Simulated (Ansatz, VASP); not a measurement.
## Two plane-wave programs on MgSn3S6

```
CELL_PARAMETERS angstrom
6.47285 0.00000 0.00000
-3.23642 5.60565 0.00000
0.00000 0.00000 6.79492
ATOMIC_POSITIONS crystal
Mg 0.00000 0.00000 0.00000
Sn 0.33333 0.66667 0.00000
Sn 0.66667 0.33333 0.00000
Sn 0.00000 0.00000 0.50000
S 0.33900 0.00000 0.21495
S 0.00000 0.33900 0.21495
S 0.66100 0.66100 0.21495
S 0.00000 0.66100 0.78505
S 0.66100 0.00000 0.78505
S 0.33900 0.33900 0.78505
```

Alike in both runs: functional PBE; k mesh 6 × 6 × 6; occupations gaussian, width 0.01 eV; no spin polarisation.

Ansatz relaxed the structure, and its values are those at the end. VASP's run is a single point on that final structure, the one shown.

|  | VASP | Ansatz |
| --- | --- | --- |
| version | VASP 6.6.1 | Ansatz 0.2.0 |
| potentials or method | VASP PAW PBE potentials, release 64 (Mg, Sn_d, S), cutoff 520 eV | scalar-relativistic, plane waves, PAW |
| valence electrons in the cell | 80 | 88 |

Ansatz gave:

```
gap on the k mesh at the Fermi level (eV) : 0.25
least direct gap on the mesh (eV)         : 0.64
pressure (GPa)                            : 0.0
```

Problem. Estimate VASP's values.

Solution. gap on the k mesh at the Fermi level (eV): 0.26; least direct gap on the mesh (eV): 0.64; pressure (GPa): -0.1.

The functional is the same, so the differences come from potentials, cutoffs and numerics. VASP's potentials hold 80 valence electrons a cell and Ansatz's 88, so a difference there can come from the potentials and not from the codes.
